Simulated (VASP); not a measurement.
# SiC20 in VASP: further runs

The runs below take SiC20 through single point, with PBE+D3(BJ).

Everything below comes from runs of VASP 6.6.1. Logs are shortened: lines on timing, memory, paths and dates and some standing lists are left out, and cuts for length are marked.

## 1. The cell of the first run

The cell holds a slab with vacuum, 21 atoms: a = 4.930 Å, b = 7.180 Å, c = 22.129 Å, α = 90.00°, β = 90.00°, γ = 99.88°.

## 2. Single point, PBE+D3(BJ)

Contents of INCAR:

```
  ALGO = Normal
  DIPOL = 0.5 0.5 0.306
  EDIFF = 1E-6
  ENCUT = 520
  GGA = PE
  IDIPOL = 3
  ISIF = 2
  ISMEAR = 0
  IVDW = 12
  LASPH = True
  LCHARG = False
  LDIPOL = True
  LREAL = Auto
  LWAVE = False
  NBANDS = 58
  NELM = 60
  PREC = Accurate
  SIGMA = 0.1
```

Contents of KPOINTS:

```
k-points
0
Gamma
  6 4 1
```

Contents of POSCAR:

```
SiC20
1.0
    4.9300510483      0.0000000000      0.0000000000
   -1.2325127621      7.0736882673      0.0000000000
    0.0000000000      0.0000000000     22.1293523549
C Si
20 1
Direct
    0.3858166895      0.5432667578      0.1807554029
    0.8858166895      0.5432667578      0.1807554029
    0.2722014076      0.0888056305      0.2267404590
    0.7722014076      0.0888056305      0.2267404590
    0.4009962183      0.6039848731      0.2420688497
    0.9009962183      0.6039848731      0.2420688497
    0.0297911243      0.1191644973      0.2573972018
    0.5297911243      0.1191644973      0.2573972018
    0.1585861258      0.6343445031      0.2727255152
    0.6585861258      0.6343445031      0.2727255152
    0.0461074868      0.1844301691      0.3199090572
    0.5461074868      0.1844301691      0.3199090572
    0.1537589873      0.6150359018      0.3368154657
    0.6537589873      0.6150359018      0.3368154657
    0.3084764848      0.2339064522      0.3480645378
    0.8084764848      0.2339064522      0.3480645378
    0.3880568074      0.5522270554      0.3629961795
    0.8880568074      0.5522270554      0.3629961795
    0.3445502047      0.3782016492      0.3944694004
    0.8445502047      0.3782016492      0.3944694004
    0.3445502047      0.6282016492      0.5481114928
```

Potentials or basis: VASP PAW PBE potentials, release 64 (C, Si).

Command:

```bash
$ cat potpaw_PBE.64/C/POTCAR potpaw_PBE.64/Si/POTCAR > POTCAR
$ mpirun -np 1 vasp_std > vasp.out
```

OUTCAR:

```text
EDIFF = 1E-6
   ENCUT = 520
   GGA = PE
   ISIF = 2
   ISMEAR = 0
   IVDW = 12
   LASPH = True
   LREAL = Auto
   NELM = 60
   PREC = Accurate
 IVDW          = 12

 ion  position               nearest neighbor table
   1  0.386  0.543  0.181-   5 1.42
   2  0.886  0.543  0.181-   6 1.42
   3  0.272  0.089  0.227-   8 1.42   7 1.42
   4  0.772  0.089  0.227-   7 1.42   8 1.42
   5  0.401  0.604  0.242-   1 1.42  10 1.42   9 1.42
   6  0.901  0.604  0.242-   2 1.42   9 1.42  10 1.42
   7  0.030  0.119  0.257-   4 1.42   3 1.42  11 1.46
   8  0.530  0.119  0.257-   3 1.42   4 1.42  12 1.46
   9  0.159  0.634  0.273-   6 1.42   5 1.42  13 1.42
  10  0.659  0.634  0.273-   5 1.42   6 1.42  14 1.42
  11  0.046  0.184  0.320-  15 1.42  16 1.42   7 1.46
  12  0.546  0.184  0.320-  16 1.42  15 1.42   8 1.46
  13  0.154  0.615  0.337-   9 1.42  18 1.43  17 1.43
  14  0.654  0.615  0.337-  10 1.42  17 1.43  18 1.43
  15  0.308  0.234  0.348-  11 1.42  12 1.42  19 1.45
  16  0.808  0.234  0.348-  12 1.42  11 1.42  20 1.45
  17  0.388  0.552  0.363-  19 1.41  14 1.43  13 1.43
  18  0.888  0.552  0.363-  20 1.41  13 1.43  14 1.43
  19  0.345  0.378  0.394-  17 1.41  15 1.45
  20  0.845  0.378  0.394-  18 1.41  16 1.45
  21  0.345  0.628  0.548-

  LATTYP: Found a simple monoclinic cell.
 ALAT       =     4.9300510483
 B/A-ratio  =     4.4886659668
 C/A-ratio  =     1.4564273888
 COS(beta)  =    -0.1716529104

  Lattice vectors:

 A1 = (   4.9300510483,   0.0000000000,   0.0000000000)
 A2 = (   0.0000000000,   0.0000000000, -22.1293523549)
 A3 = (  -1.2325127621,   7.0736882673,   0.0000000000)

Analysis of symmetry for initial positions (statically):
=====================================================================
 Subroutine PRICEL returns:
 Original cell was already a primitive cell.

 Routine SETGRP: Setting up the symmetry group for a
 simple monoclinic supercell.

 Subroutine GETGRP returns: Found  1 space group operations
 (whereof  1 operations were pure point group operations)
 out of a pool of  4 trial point group operations.

The static configuration has the point symmetry C_1 .

Analysis of symmetry for dynamics (positions and initial velocities):
=====================================================================
 Subroutine PRICEL returns:
 Original cell was already a primitive cell.

 Routine SETGRP: Setting up the symmetry group for a
 simple monoclinic supercell.

 Subroutine GETGRP returns: Found  1 space group operations
 (whereof  1 operations were pure point group operations)
 out of a pool of  4 trial point group operations.

The dynamic configuration has the point symmetry C_1 .

 Subroutine INISYM returns: Found  1 space group operations
[... 141 lines left out ...]
   IALGO  =     38    algorithm
   IMIX   =      4    mixing-type and parameters
     AMIX     =   0.40;   BMIX     =  1.00
     AMIX_MAG =   1.60;   BMIX_MAG =  1.00
  volume/ion in A,a.u.               =      36.75       248.00
  Fermi-wavevector in a.u.,A,eV,Ry     =   0.781650  1.477105  8.312852  0.610977
  Thomas-Fermi vector in A             =   1.885212
   LORBIT       =      0    0 simple, 1 ext, 2 COOP (PROOUT), +10 PAW based schemes
   GGA     = PE    functional components
   LHFCALC =     F    Hartree Fock is set to
   AEXX    =    0.0000 exact exchange contribution
   IVDW    =    12    specifies the selected vdW correction
   LEPSILON=     F    determine dielectric tensor
   LRPA    =     F    only Hartree local field effects (RPA)
 non-spin polarized calculation
 Gauss-broadening in eV      SIGMA  =   0.10
  energy-cutoff  :      520.00
  volume of cell :      771.73
 maximum number of plane-waves:     20814
 NGX is ok and might be reduce to    40
   NGX = 19   NGY = 27   NGZ = 83

 dipolmoment           0.000000      0.000000      0.200204 electrons x Angstroem

 number of electron      84.0000001 magnetization

 dipolmoment           0.000000      0.000000     -0.610564 electrons x Angstroem

 Free energy of the ion-electron system (eV)
  ---------------------------------------------------
  ext. energy  EPLUGINS =         0.00000000
  ---------------------------------------------------
  free energy    TOTEN  =      -160.55518732 eV

  energy without entropy =     -160.41634177  energy(sigma->0) =     -160.48576454

 E-fermi :  -3.1478     XC(G=0):  -3.7500

 val. band max:       -3.1479043756   @ k =   0.3333   0.5000   0.0000
 cond. band min:      -3.1450235143   @ k =  -0.3333   0.2500   0.0000
 fundamental gap:      0.0028808613
 Fermi energy:        -3.1477728609

 k-point     1 :       0.0000    0.0000    0.0000
  band No.  band energies     occupation
      1     -22.6115      2.00000
      2     -21.3967      2.00000
      3     -20.1805      2.00000
      4     -18.7889      2.00000
      5     -18.7273      2.00000
      6     -18.1447      2.00000
[... 787 lines left out ...]
     53       0.5794      0.00000
     54       0.5837      0.00000
 [bands above 54 left out]

------------------------ aborting loop because EDIFF is reached ----------------------------------------

 vacuum level on the upper side and lower side of the slab       (xc-potential included)        -1.803         1.351

 Edisp (eV)   -2.32080

 E8    (eV) :    -0.7041

  FORCE on cell =-STRESS in cart. coord.  units (eV):
  Direction    XX          YY          ZZ          XY          YZ          ZX
  --------------------------------------------------------------------------------------
  -------------------------------------------------------------------------------------
  Total     -10.73789     0.22952    -5.62868     0.01062    -3.27262     0.02176
  in kB     -22.29273     0.47650   -11.68559     0.02205    -6.79423     0.04517
  external pressure =      -11.17 kB  Pullay stress =        0.00 kB

 VOLUME and BASIS-vectors are now :
 -----------------------------------------------------------------------------
  energy-cutoff  :      520.00
  volume of cell :      771.73
      direct lattice vectors                 reciprocal lattice vectors
     4.930051048  0.000000000  0.000000000     0.202837656  0.035342242  0.000000000
    -1.232512762  7.073688267  0.000000000     0.000000000  0.141368967  0.000000000
     0.000000000  0.000000000 22.129352355     0.000000000  0.000000000  0.045188851

 POSITION                                       TOTAL-FORCE (eV/Angst)
 -----------------------------------------------------------------------------------
      1.23251      3.84290      4.00000         0.004277      0.368916      1.467011
      3.69754      3.84290      4.00000         0.002510      0.361507      1.466163
      1.23251      0.62818      5.01762        -0.003687      0.486481      1.782320
      3.69754      0.62818      5.01762        -0.004690      0.454284      1.802471
      1.23251      4.27240      5.35683        -0.004173      0.555652     -2.520574
      3.69754      4.27240      5.35683        -0.001654      0.561864     -2.517909
[... 13 lines left out ...]
      3.69754      2.67528      8.72935        -0.023686      0.022942      0.170727
      0.92438      4.44370     12.12935         0.007573     -0.154652     -0.336437
 -----------------------------------------------------------------------------------
    total drift:                               -0.040297     -0.002644      0.021374

  FREE ENERGIE OF THE ION-ELECTRON SYSTEM (eV)
  ---------------------------------------------------
  free  energy   TOTEN  =      -162.8759865311 eV

  energy  without entropy=     -162.7371409820  energy(sigma->0) =     -162.80656376

 vacuum level on the upper side and lower side of the slab         0.749         3.984
```

OSZICAR:

```text
N       E                     dE             d eps       ncg     rms          rms(c)
DAV:   1     0.690002560571E+03    0.69000E+03   -0.31733E+04  1632   0.111E+03
DAV:   2    -0.463024397389E+02   -0.73631E+03   -0.69537E+03  2368   0.257E+02
DAV:   3    -0.173446068854E+03   -0.12714E+03   -0.12565E+03  1896   0.111E+02
[... 23 lines left out ...]
DAV:  27    -0.160555180299E+03   -0.87233E-05   -0.23944E-06  1266   0.262E-03    0.217E-02
DAV:  28    -0.160555182794E+03   -0.24947E-05   -0.14709E-05  1238   0.293E-03    0.200E-03
DAV:  29    -0.160555185292E+03   -0.24979E-05   -0.88411E-07  1240   0.197E-03    0.234E-03
DAV:  30    -0.160555186884E+03   -0.15921E-05   -0.82996E-07  1114   0.981E-04    0.238E-03
DAV:  31    -0.160555187319E+03   -0.43487E-06   -0.21502E-07  1120   0.556E-04
   1 F= -.16287599E+03 E0= -.16280656E+03  d E =-.138846E+00
```

stdout:

```text
POSCAR found type information on POSCAR C Si
 POSCAR found :  2 types and      21 ions
 scaLAPACK will be used
 LDA part: xc-table for (Slater+PW92), standard interpolation
 POSCAR, INCAR and KPOINTS ok, starting setup
 FFT: planning ... GRIDC
 FFT: planning ... GRID_SOFT
 FFT: planning ... GRID
 WAVECAR not read
 entering main loop
```

It took 14 min on 1 thread of Intel Xeon 6975P-C (Granite Rapids), shared host; peak memory 0.9 GiB.

Results:

| Property | Result |
| --- | --- |
| Free energy | -162.8760 eV |
| Largest force | 2.581 eV/Å |
| Band gap on the k mesh | zero (bands 42 and 43 overlap by 0.06 eV) |
| Dispersion energy per atom | -0.111 eV |

Forces in eV/Å, atoms in the order of the input:
```
C    0.004  0.369  1.467
C    0.003  0.362  1.466
C   -0.004  0.486  1.782
C   -0.005  0.454  1.802
C   -0.004  0.556 -2.521
C   -0.002  0.562 -2.518
C   -0.018 -0.771 -1.631
C    0.012 -0.767 -1.646
C    0.001 -0.629  0.777
C    0.004 -0.634  0.773
C    0.011  0.021 -0.003
C   -0.007  0.019  0.013
C    0.006  0.018 -0.030
C   -0.017  0.011 -0.026
C   -0.009 -0.168 -0.026
C    0.012 -0.066 -0.002
C   -0.005  0.228  0.023
C    0.011  0.051  0.034
C    0.024  0.031  0.429
C   -0.024  0.023  0.171
Si   0.008 -0.155 -0.336
```

## 3. Single point, PBE+D3(BJ)

Contents of INCAR:

```
PREC = Accurate
ENCUT = 520
EDIFF = 1E-7
ISMEAR = 0
SIGMA = 0.1
LREAL = Auto
LASPH = T
NELM = 80
ALGO = Normal
ISIF = 2
LWAVE = F
LCHARG = F
LDIPOL = T
IDIPOL = 3
DIPOL = 0.5 0.5 0.306
GGA = PE
IVDW = 12
NBANDS = 58
```

Contents of KPOINTS:

```
Automatic mesh
0
Gamma
  6 4 1
```

Edit POSCAR of step 2 so:

```diff
@@ -28,2 +28,2 @@
     0.8445502047      0.3782016492      0.3944694004
-    0.3445502047      0.6282016492      0.5481114928
+    0.4695502047      0.3782016492      0.5481114928
```

Potentials or basis: VASP PAW PBE potentials, release 64 (C, Si).

Command:

```bash
$ cat potpaw_PBE.64/C/POTCAR potpaw_PBE.64/Si/POTCAR > POTCAR
$ mpirun -np 1 vasp_std > vasp.out
```

OUTCAR:

```text
PREC = Accurate
   ENCUT = 520
   EDIFF = 1E-7
   ISMEAR = 0
   LREAL = Auto
   LASPH = T
   NELM = 80
   ISIF = 2
   GGA = PE
   IVDW = 12
 IVDW          = 12

 ion  position               nearest neighbor table
   1  0.386  0.543  0.181-   5 1.42
   2  0.886  0.543  0.181-   6 1.42
   3  0.272  0.089  0.227-   8 1.42   7 1.42
   4  0.772  0.089  0.227-   7 1.42   8 1.42
   5  0.401  0.604  0.242-   1 1.42  10 1.42   9 1.42
   6  0.901  0.604  0.242-   2 1.42   9 1.42  10 1.42
   7  0.030  0.119  0.257-   4 1.42   3 1.42  11 1.46
[... 1051 lines left out ...]
  Total     -10.54521     0.63732    -6.98654    -0.00741    -2.80910    -0.09068
  in kB     -21.89272     1.32313   -14.50464    -0.01538    -5.83192    -0.18826
  external pressure =      -11.69 kB  Pullay stress =        0.00 kB

 VOLUME and BASIS-vectors are now :
 -----------------------------------------------------------------------------
  energy-cutoff  :      520.00
  volume of cell :      771.73
      direct lattice vectors                 reciprocal lattice vectors
     4.930051048  0.000000000  0.000000000     0.202837656  0.035342242  0.000000000
    -1.232512762  7.073688267  0.000000000     0.000000000  0.141368967  0.000000000
     0.000000000  0.000000000 22.129352355     0.000000000  0.000000000  0.045188851

 POSITION                                       TOTAL-FORCE (eV/Angst)
 -----------------------------------------------------------------------------------
      1.23251      3.84290      4.00000        -0.000188      0.336869      1.395037
      3.69754      3.84290      4.00000         0.004989      0.346585      1.414430
      1.23251      0.62818      5.01762         0.030349      0.528174      1.753839
      3.69754      0.62818      5.01762        -0.047397      0.546264      1.747666
      1.23251      4.27240      5.35683         0.002623      0.587295     -2.415800
      3.69754      4.27240      5.35683        -0.000549      0.561569     -2.460386
[... 13 lines left out ...]
      3.69754      2.67528      8.72935         0.144329      0.002230      0.200228
      1.84877      2.67528     12.12935        -0.024306     -0.022766     -0.823584
 -----------------------------------------------------------------------------------
    total drift:                               -0.036260     -0.002525      0.021670

  FREE ENERGIE OF THE ION-ELECTRON SYSTEM (eV)
  ---------------------------------------------------
  free  energy   TOTEN  =      -163.1439273578 eV

  energy  without entropy=     -163.0175802124  energy(sigma->0) =     -163.08075379

 vacuum level on the upper side and lower side of the slab         0.672         4.127
```

OSZICAR:

```text
N       E                     dE             d eps       ncg     rms          rms(c)
DAV:   1     0.681556651849E+03    0.68156E+03   -0.31849E+04  1656   0.111E+03
DAV:   2    -0.487556385137E+02   -0.73031E+03   -0.69165E+03  2382   0.256E+02
DAV:   3    -0.173545574676E+03   -0.12479E+03   -0.12337E+03  1888   0.110E+02
[... 27 lines left out ...]
DAV:  31    -0.160810783286E+03   -0.16055E-05   -0.29841E-08  1144   0.333E-04    0.889E-04
DAV:  32    -0.160810783844E+03   -0.55750E-06   -0.53405E-08  1136   0.255E-04    0.141E-04
DAV:  33    -0.160810784119E+03   -0.27468E-06   -0.28582E-09  1114   0.158E-04    0.178E-04
DAV:  34    -0.160810784238E+03   -0.11961E-06   -0.16968E-09  1018   0.906E-05    0.577E-05
DAV:  35    -0.160810784290E+03   -0.51396E-07   -0.15090E-10  1022   0.574E-05
   1 F= -.16314393E+03 E0= -.16308075E+03  d E =-.126347E+00
```

Run time: 16 min. Hardware: 1 thread of Intel Xeon 6975P-C (Granite Rapids), shared host; peak memory 0.91 GiB.

Results:

| Property | Result |
| --- | --- |
| Free energy | -163.1439 eV |
| Largest force | 2.524 eV/Å |
| Band gap on the k mesh | zero (bands 42 and 43 overlap by 0.07 eV) |
| Dispersion energy per atom | -0.111 eV |

Forces on the atoms (eV/Å):
```
C    0.000  0.337  1.395
C    0.005  0.347  1.414
C    0.030  0.528  1.754
C   -0.047  0.546  1.748
C    0.003  0.587 -2.416
C   -0.001  0.562 -2.460
C    0.005 -0.822 -1.603
C   -0.003 -0.837 -1.541
C   -0.003 -0.619  0.708
C    0.001 -0.595  0.707
C    0.052 -0.019 -0.030
C   -0.036 -0.005 -0.029
C    0.056 -0.067 -0.006
C   -0.062 -0.023 -0.009
C    0.035 -0.211 -0.052
C   -0.051 -0.053  0.059
C    0.056  0.364 -0.013
C   -0.070  0.090  0.121
C   -0.089 -0.090  0.874
C    0.144  0.002  0.200
Si  -0.024 -0.023 -0.824
```

Levels at points of the mesh, in eV from the Fermi level:
| k point | band 39 | band 40 | band 41 | band 42 | band 43 | band 44 | band 45 | band 46 |
| --- | --- | --- | --- | --- | --- | --- | --- | --- |
| (0.00, 0.00, 0.00) | -1.07 | -0.81 | -0.35 | -0.04 | 0.03 | 0.10 | 0.62 | 0.65 |
| (0.50, 0.00, 0.00) | -1.49 | -0.29 | -0.13 | -0.08 | 0.15 | 0.32 | 0.39 | 0.40 |
| (0.00, 0.50, 0.00) | -1.07 | -0.81 | -0.35 | -0.15 | -0.06 | 0.17 | 0.62 | 0.64 |
| (0.50, 0.50, 0.00) | -1.47 | -0.28 | -0.09 | -0.03 | 0.10 | 0.33 | 0.39 | 0.40 |
